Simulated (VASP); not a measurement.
Crystal: SnTe (rocksalt type).

```
CELL_PARAMETERS angstrom
0.00000 2.89164 2.89164
2.89164 0.00000 2.89164
2.89164 2.89164 0.00000
ATOMIC_POSITIONS crystal
Sn 0.00000 0.00000 0.00000
Te 0.50000 0.50000 0.50000
```

- Program: VASP 6.6.1
- Task: relaxation of cell and atoms
- Functional: PBE
- Potentials or basis: VASP PAW PBE potentials, release 64 (Sn_d, Te)
- Cutoff: 600 eV
- k mesh: 12 × 12 × 12
- Occupations: fermi-dirac, width 0.05 eV
- Spin: no spin polarisation

At the start: pressure 24.5 GPa; volume 24.18 Å³/atom.

How do energy, volume and symmetry change on relaxing?

Over 5 steps the energy falls by 507.2 meV/atom and the volume is 32.89 Å³/atom (+36.0 %); space group Fm-3m (No. 225, to 0.1 Å) before and after.

Step by step:
```tsv
step	energy change (eV)	largest force (eV/Å)	pressure (GPa)	volume (Å³)
1	0.0000	0.0000	24.46	48.36
2	-0.7725	0.0000	-4.96	79.07
3	-1.0144	0.0000	0.11	65.62
4	-1.0144	0.0000	-0.12	66.00
5	-1.0145	0.0000	0.01	65.78
```

Final structure:
```yaml
crystal:
  lattice:
    - [0.00000, 3.20404, 3.20404]
    - [3.20404, 0.00000, 3.20404]
    - [3.20404, 3.20404, 0.00000]
  atoms:
    - { symbol: Sn, position: [0.00000, 0.00000, 0.00000] }
    - { symbol: Te, position: [0.50000, 0.50000, 0.50000] }
```

Caveat: the volume moved by over 15 % at a fixed basis, so the end points are rough.
